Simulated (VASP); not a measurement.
# Si (R-3m) in VASP: single point with PBE

Aim: the single point of Si with PBE.

Program: VASP 6.6.1. These are calculated values, not measurements. Logs are shortened: lines on timing, memory, paths and dates and some standing lists are left out, and cuts for length are marked.

**1. The cell of the first run**

It takes space group R-3m (No. 166, trigonal). Conventional cell: a = 3.818 Å, b = 3.818 Å, c = 9.353 Å, α = 90.00°, β = 90.00°, γ = 120.00°. Si (site symmetry 3m) has 4 Si at 2.15 to 2.41 Å within 2.8 Å.

**2. Single point, PBE**

Contents of INCAR:

```
SYSTEM = Si
ALGO = Normal
EDIFF = 1E-6
ENCUT = 500
GGA = PE
GGA_COMPAT = .False.
ISIF = 2
ISMEAR = -1
LASPH = .True.
LCHARG = .True.
LELF = .True.
LREAL = .False.
LVHAR = .True.
LWAVE = .False.
NBANDS = 11
NELM = 120
PREC = Accurate
SIGMA = 0.05
```

Contents of KPOINTS:

```
k-points
0
Gamma
  3 3 3
  0 0 0
```

Contents of POSCAR:

```
Si
1.0
    0.0000000000      2.7000000000      2.7000000000
    2.7000000000      0.0000000000      2.7000000000
    2.7000000000      2.7000000000      0.0000000000
Si
2
Direct
    0.0000000000      0.0000000000      0.0000000000
    0.2298709405      0.2298709405      0.2298709405
```

Potentials or basis: VASP PAW PBE potentials, release 64 (Si).

Run with:

```sh
$ cat potpaw_PBE.64/Si/POTCAR > POTCAR
$ mpirun -np 1 vasp_std > vasp.out
```

OUTCAR:

```text
SYSTEM = Si
   EDIFF = 1E-6
   ENCUT = 500
   GGA = PE
   ISIF = 2
   ISMEAR = -1
   LASPH = .True.
   LREAL = .False.
   NELM = 120
   PREC = Accurate

 ion  position               nearest neighbor table
   1  0.000  0.000  0.000-   2 2.15   2 2.41   2 2.41   2 2.41
   2  0.230  0.230  0.230-   1 2.15   1 2.41   1 2.41   1 2.41

  LATTYP: Found a face centered cubic cell.
 ALAT       =     5.4000000000

  Lattice vectors:

 A1 = (   0.0000000000,   2.7000000000,   2.7000000000)
 A2 = (   2.7000000000,   0.0000000000,   2.7000000000)
 A3 = (   2.7000000000,   2.7000000000,   0.0000000000)

Analysis of symmetry for initial positions (statically):
=====================================================================
 Subroutine PRICEL returns:
 Original cell was already a primitive cell.

 Routine SETGRP: Setting up the symmetry group for a
 face centered cubic supercell.

 Subroutine GETGRP returns: Found 12 space group operations
 (whereof  6 operations were pure point group operations)
 out of a pool of 48 trial point group operations.

The static configuration has the point symmetry C_3v.
 The point group associated with its full space group is D_3d.

Analysis of symmetry for dynamics (positions and initial velocities):
=====================================================================
 Subroutine PRICEL returns:
 Original cell was already a primitive cell.

 Routine SETGRP: Setting up the symmetry group for a
 face centered cubic supercell.

 Subroutine GETGRP returns: Found 12 space group operations
 (whereof  6 operations were pure point group operations)
 out of a pool of 48 trial point group operations.

The dynamic configuration has the point symmetry C_3v.
 The point group associated with its full space group is D_3d.

 Subroutine INISYM returns: Found 12 space group operations
 (whereof  6 operations are pure point group operations),
 and found     1 'primitive' translations

----------------------------------------------------------------------------------------

                                     Primitive cell

  volume of cell :      39.3660

  direct lattice vectors                    reciprocal lattice vectors
     0.000000000  2.700000000  2.700000000    -0.185185185  0.185185185  0.185185185
     2.700000000  0.000000000  2.700000000     0.185185185 -0.185185185  0.185185185
     2.700000000  2.700000000  0.000000000     0.185185185  0.185185185 -0.185185185

  length of vectors
     3.818376618  3.818376618  3.818376618     0.320750150  0.320750150  0.320750150

  position of ions in fractional coordinates (direct lattice)
     0.000000000  0.000000000  0.000000000
     0.229870940  0.229870940  0.229870940

  ion indices of the primitive-cell ions
   primitive index   ion index
                 1           1
                 2           2

----------------------------------------------------------------------------------------

 KPOINTS: k-points

Automatic generation of k-mesh.
 Grid dimensions read from file:
 generate k-points for:    3    3    3

 Generating k-lattice:

  Cartesian coordinates                     Fractional coordinates (reciprocal lattice)
    -0.061728395  0.061728395  0.061728395     0.333333333  0.000000000  0.000000000
     0.061728395 -0.061728395  0.061728395     0.000000000  0.333333333  0.000000000
     0.061728395  0.061728395 -0.061728395     0.000000000  0.000000000  0.333333333

  Length of vectors
     0.106916717  0.106916717  0.106916717

  Shift w.r.t. Gamma in fractional coordinates (k-lattice)
     0.000000000  0.000000000  0.000000000

 Subroutine IBZKPT returns following result:
 ===========================================

 Found      6 irreducible k-points:

 Following reciprocal coordinates:
            Coordinates               Weight
  0.000000  0.000000  0.000000      1.000000
  0.333333  0.000000  0.000000      6.000000
  0.333333  0.333333  0.333333      2.000000
  0.333333  0.333333  0.000000      6.000000
 -0.333333  0.333333  0.000000      6.000000
  0.333333  0.333333 -0.333333      6.000000
   k-points           NKPTS =      6   k-points in BZ     NKDIM =      6   number of bands    NBANDS=     11
   number of dos      NEDOS =    301   number of ions     NIONS =      2
   total plane-waves  NPLWV =  21952
   dimension x,y,z NGX =    28 NGY =   28 NGZ =   28
   dimension x,y,z NGXF=    56 NGYF=   56 NGZF=   56
   ions per type =               2
   NGX,Y,Z   is equivalent  to a cutoff of  12.19, 12.19, 12.19 a.u.
   NGXF,Y,Z  is equivalent  to a cutoff of  24.38, 24.38, 24.38 a.u.
 SYSTEM =  Si
   PREC   = accura    normal or accurate (medium, high low for compatibility)
   ISTART =      0    job   : 0-new  1-cont  2-samecut
   ICHARG =      2    charge: 1-file 2-atom 10-const
   ISPIN  =      1    spin polarized calculation?
   LNONCOLLINEAR =      F non collinear calculations
   LSORBIT =      F    spin-orbit coupling
   LASPH  =      T    aspherical Exc in radial PAW
   ENCUT  =  500.0 eV  36.75 Ry    6.06 a.u.   6.96  6.96  6.96*2*pi/ulx,y,z
   NELM   =    120;   NELMIN=  2; NELMDL= -5     # of ELM steps
   EDIFF  = 0.1E-05   stopping-criterion for ELM
   LREAL  =      F    real-space projection
   EDIFFG = 0.1E-04   stopping-criterion for IOM
   NSW    =      0    number of steps for IOM
   IBRION =     -1    ionic relax: 0-MD 1-quasi-New 2-CG
   NFREE  =      0    steps in history (QN), initial steepest desc. (CG)
   ISIF   =      2    stress and relaxation
   ISYM   =      2    0-nonsym 1-usesym 2-fastsym
   POTIM  = 0.5000    time-step for ionic-motion
   TEBEG  =    0.0;   TEEND  =   0.0 temperature during run
   PSTRESS=    0.0 pullay stress
   NELECT =       8.0000    total number of electrons
   NUPDOWN=      -1.0000    fix difference up-down
   EMIN   =  10.00;   EMAX   =-10.00  energy-range for DOS
   EFERMI =   0.00;   METHOD = LEGACY
   ISMEAR =    -1;   SIGMA  =   0.05  broadening in eV -4-tet -1-fermi 0-gaus
   EFERMI_NEDOS =   21; number of points for ismear=-14 and -15
   IALGO  =     38    algorithm
   IMIX   =      4    mixing-type and parameters
     AMIX     =   0.40;   BMIX     =  1.00
     AMIX_MAG =   1.60;   BMIX_MAG =  1.00
  volume/ion in A,a.u.               =      19.68       132.83
  Fermi-wavevector in a.u.,A,eV,Ry     =   0.962493  1.818849 12.604348  0.926393
  Thomas-Fermi vector in A             =   2.091957
   LORBIT       =      0    0 simple, 1 ext, 2 COOP (PROOUT), +10 PAW based schemes
   GGA     = PE    functional components
   LHFCALC =     F    Hartree Fock is set to
   AEXX    =    0.0000 exact exchange contribution
   IVDW    =     0    specifies the selected vdW correction
   LEPSILON=     F    determine dielectric tensor
   LRPA    =     F    only Hartree local field effects (RPA)
 non-spin polarized calculation
  energy-cutoff  :      500.00
  volume of cell :       39.37
 maximum number of plane-waves:      1018
   NGX = 13   NGY = 13   NGZ = 13

 number of electron       8.0000001 magnetization

 Free energy of the ion-electron system (eV)
  ---------------------------------------------------
  ext. energy  EPLUGINS =         0.00000000
  ---------------------------------------------------
  free energy    TOTEN  =        -9.89747973 eV

  energy without entropy =       -9.88095212  energy(sigma->0) =       -9.88921593

 E-fermi :   6.5525     XC(G=0):  -9.4438

 val. band max:        5.5248691953   @ k =   0.3333   0.0000   0.0000
 cond. band min:       6.5895545374   @ k =   0.0000   0.0000   0.0000
 fundamental gap:      1.0646853420
 Fermi energy:         6.5525216758

 k-point     1 :       0.0000    0.0000    0.0000
  band No.  band energies     occupation
      1      -6.0701      2.00000
      2       5.0948      2.00000
      3       6.5896      0.64572
      4       6.5896      0.64572
      5       8.1974      0.00000
      6       8.1974      0.00000
      7       9.2430      0.00000
      8       9.5735      0.00000
      9      13.8098      0.00000
     10      13.8098      0.00000
     11      13.9874      0.00000

 k-point     2 :       0.3333    0.0000    0.0000
  band No.  band energies     occupation
      1      -4.7190      2.00000
      2       0.8082      2.00000
      3       4.4859      2.00000
      4       5.5249      2.00000
      5       7.7250      0.00000
      6       8.7687      0.00000
      7      10.0968      0.00000
      8      13.6768      0.00000
      9      14.1432      0.00000
     10      14.4205      0.00000
     11      15.3370      0.00000

 k-point     3 :       0.3333    0.3333    0.3333
  band No.  band energies     occupation
      1      -4.5714      2.00000
      2       0.1374      2.00000
      3       5.2027      2.00000
      4       5.2027      2.00000
      5       8.1053      0.00000
      6       9.8312      0.00000
      7       9.8312      0.00000
      8      13.5448      0.00000
      9      13.5448      0.00000
     10      13.9995      0.00000
     11      14.9317      0.00000

 k-point     4 :       0.3333    0.3333    0.0000
  band No.  band energies     occupation
      1      -4.1572      2.00000
      2       0.9567      2.00000
      3       3.5081      2.00000
      4       3.7526      2.00000
      5       6.6142      0.45142
      6       8.0115      0.00000
      7      13.3099      0.00000
      8      13.4070      0.00000
      9      15.9236      0.00000
     10      16.0148      0.00000
     11      19.1800      0.00000

 k-point     5 :      -0.3333    0.3333    0.0000
  band No.  band energies     occupation
      1      -2.9751      2.00000
      2      -0.4257      2.00000
      3       1.5677      2.00000
      4       3.7702      2.00000
      5       7.2022      0.00000
      6      12.1461      0.00000
      7      12.5326      0.00000
      8      12.9133      0.00000
      9      13.7178      0.00000
     10      13.9752      0.00000
     11      20.1000      0.00000

 k-point     6 :       0.3333    0.3333   -0.3333
  band No.  band energies     occupation
      1      -2.6306      2.00000
      2      -1.0801      2.00000
      3       1.5166      2.00000
      4       4.0962      2.00000
      5       7.8471      0.00000
      6      11.3322      0.00000
      7      12.1971      0.00000
      8      13.4210      0.00000
      9      13.6930      0.00000
     10      13.9170      0.00000
     11      20.5583      0.00000

------------------------ aborting loop because EDIFF is reached ----------------------------------------

  FORCE on cell =-STRESS in cart. coord.  units (eV):
  Direction    XX          YY          ZZ          XY          YZ          ZX
  --------------------------------------------------------------------------------------
  -------------------------------------------------------------------------------------
  Total        1.6994719      1.6994719      1.6994719      1.6408739      1.6408739      1.6408739
  in kB       69.1676905     69.1676905     69.1676905     66.7827792     66.7827792     66.7827792
  external PRESSURE =      69.1676905 kB  Pullay stress =       0.0000000 kB

 VOLUME and BASIS-vectors are now :
 -----------------------------------------------------------------------------
  energy-cutoff  :      500.00
  volume of cell :       39.37
      direct lattice vectors                 reciprocal lattice vectors
     0.000000000  2.700000000  2.700000000    -0.185185185  0.185185185  0.185185185
     2.700000000  0.000000000  2.700000000     0.185185185 -0.185185185  0.185185185
     2.700000000  2.700000000  0.000000000     0.185185185  0.185185185 -0.185185185

 POSITION                                       TOTAL-FORCE (eV/Angst)
 -----------------------------------------------------------------------------------
      0.00000      0.00000      0.00000        -1.911843     -1.911843     -1.911843
      1.24130      1.24130      1.24130         1.911843      1.911843      1.911843
 -----------------------------------------------------------------------------------
    total drift:                                0.000000      0.000000      0.000000

  FREE ENERGIE OF THE ION-ELECTRON SYSTEM (eV)
  ---------------------------------------------------
  free  energy   TOTEN  =        -9.8974797296 eV

  energy  without entropy=       -9.8809521208  energy(sigma->0) =       -9.88921593
```

It took 5.9 s on 1 thread of Intel Xeon Platinum 8559C (Emerald Rapids), shared host; peak memory 0.14 GiB.

What came out:

| Property | Result |
| --- | --- |
| Free energy | -9.8975 eV |
| Pressure | 6.9 GPa |
| Largest force | 3.311 eV/Å |

Forces on the atoms (eV/Å):
```
Si  -1.912 -1.912 -1.912
Si   1.912  1.912  1.912
```

Stress tensor (GPa, compression positive):
```
6.92 6.68 6.68
6.68 6.92 6.68
6.68 6.68 6.92
```

Levels at points of the mesh, in eV from the Fermi level:
```csv
k point,band 1,band 2,band 3,band 4,band 5,band 6,band 7,band 8,band 9
"(0.00, 0.00, 0.00)",-12.62,-1.46,0.04,0.04,1.64,1.64,2.69,3.02,7.26
```

Caveat: the k points lie up to 0.67 Å⁻¹ apart; forces of over 1 eV/Å act on the atoms, so gaps and moduli don't describe the material at rest.
